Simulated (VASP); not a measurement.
Here is a VASP 6.6.1 calculation.

The input POSCAR:

```
MnO
1.0
    0.0000000000      2.2239077028      2.2239077028
    2.2239077028      0.0000000000      2.2239077028
    2.2239077028      2.2239077028      0.0000000000
Mn O
1 1
Direct
    0.0000000000      0.0000000000      0.0000000000
    0.5000000000      0.5000000000      0.5000000000
```

INCAR.step1

```
SYSTEM = MnO
PREC = Accurate
ENCUT = 660
ISMEAR = -1
SIGMA = 0.05
LREAL = .False.
LASPH = .True.
NELM = 200
ISPIN = 2
MAGMOM = 4 0
LMAXMIX = 4
LDAU = .True.
LDAUTYPE = 2
LDAUL = 2 -1
LDAUU = 2 0
LDAUJ = 0 0
NBANDS = 22
GGA = PE
ALGO = Normal
EDIFF = 1E-5
LWAVE = .True.
LCHARG = .False.
GGA_COMPAT = .False.
```

File INCAR.step2:

```
SYSTEM = MnO
PREC = Accurate
ENCUT = 660
EDIFF = 1E-6
ISMEAR = -1
SIGMA = 0.05
LREAL = .False.
LASPH = .True.
NELM = 200
ALGO = Normal
ISIF = 2
LWAVE = .False.
LCHARG = .False.
ISPIN = 2
MAGMOM = 4 0
LORBIT = 11
LMAXMIX = 4
LDAU = .True.
LDAUTYPE = 2
LDAUL = 2 -1
LDAUU = 2 0
LDAUJ = 0 0
LDAUPRINT = 1
METAGGA = R2SCAN
LMIXTAU = .True.
NBANDS = 22
ISTART = 1
GGA_COMPAT = .False.
```

KPOINTS

```
Automatic mesh
0
Gamma
  10 10 10
  0 0 0
```

Potentials or basis: VASP PAW PBE potentials, release 64 (Mn_sv, O).

Command:

```sh
$ cat potpaw_PBE.64/Mn_sv/POTCAR potpaw_PBE.64/O/POTCAR > POTCAR
$ cp INCAR.step1 INCAR
$ mpirun -np 1 vasp_std > vasp.out
$ cp INCAR.step2 INCAR
$ mpirun -np 1 vasp_std > vasp.out
```

Q: What does it give for the site moments?

A: Mn +4.48; O +0.20 μB.

Q: Estimate the pressure.

A: 0.1 GPa.

Q: Estimate the net moment.

A: 5.00 μB per cell.

Eigenvalues of the final occupation matrices:
```csv
site,spin,trace,eigenvalues
site 1 d,1,4.61,0.91 0.91 0.91 0.94 0.94
site 1 d,2,0.15,0.01 0.01 0.01 0.05 0.05
```

Caveat: the PAW data sets were made with another functional, which shifts forces and pressure a little; a cell with one magnetic atom can't hold antiferromagnetic order, which such compounds often take. The state reached can hang on the start; a lower one may exist.
